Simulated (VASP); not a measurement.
Ta, 1 atom in the cell. Symmetry: I4/mmm, No. 139, tetragonal system. The conventional cell has a = 3.303 Å, b = 3.303 Å, c = 3.369 Å, α = 90.00°, β = 90.00°, γ = 90.00°. Within 3.8 Å of Ta (site symmetry 4/mmm) lie 14 Ta at 2.88 to 3.37 Å.  This cell differs from its parent crystal: zz strain of +2 %.

```yaml
Program: VASP 6.6.1
Task: electric field gradients
Functional: PBEsol
Potentials_or_basis: VASP PAW PBE potentials, release 64 (Ta_pv)
Cutoff: 520 eV
k_mesh: 15 × 15 × 15
Occupations: fermi-dirac, width 0.05 eV
Spin: no spin polarisation
Dipole_correction: no
Further_INCAR_settings: ALGO = Normal; EDIFF = 1e-08; NBANDS = 12
```

Potentials or basis: VASP PAW PBE potentials, release 64 (Ta_pv).

The run is started by

```bash
$ cat potpaw_PBE.64/Ta_pv/POTCAR > POTCAR
$ mpirun -np 1 vasp_std > vasp.out
```

Hardware: 1 thread of Intel Xeon 8259CL, with other jobs on the host.

Estimate the wall time of this run.

Run time: 110 s on 1 thread of Intel Xeon 8259CL (shared host), peak memory 0.19 GiB. Counts: scf iterations 13, k points 288.
